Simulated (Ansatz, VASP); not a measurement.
One calculation of Al3H, two programs

```
CELL_PARAMETERS angstrom
-0.00317 -0.00429 5.46762
4.72218 0.96164 -0.00336
-1.56488 4.49880 0.00555
ATOMIC_POSITIONS crystal
Al 0.25012 0.41650 0.01649
Al 0.75007 0.42609 0.01686
Al 0.25007 0.00533 0.41067
Al 0.75000 0.01432 0.53996
Al 0.00297 0.52086 0.52765
Al 0.49729 0.52072 0.52779
H 0.74967 0.05439 0.91823
H 0.24981 0.04180 0.04234
```

Change from the starting cell: cell x2, atoms moved at random (sigma 0.05 Å) and cell strained at random (1.5 %), then relaxed without symmetry.

Alike in both runs: functional PBE; k mesh 4 × 6 × 6; occupations gaussian, width 0.2 eV; no spin polarisation.

Ansatz relaxed the structure, and its values are those at the end. VASP's run is a single point on that final structure, the one shown.

```csv
,VASP,Ansatz
version,VASP 6.6.1,Ansatz 0.2.0
potentials or method,"VASP PAW PBE potentials, release 64 (Al, H), cutoff 520 eV","scalar-relativistic, plane waves, PAW"
valence electrons in the cell,20,20
```

```csv
,VASP,Ansatz,Ansatz less VASP
gap on the k mesh at the Fermi level (eV),none,none,-
pressure (GPa),-0.1,0.0,+0.06
rms of the force components (eV/Å),0.005,0.003,-0.0013
```

A gap of «none» marks a metal or a gap that the smearing closes. The functional is the same, so the differences come from potentials, cutoffs and numerics.
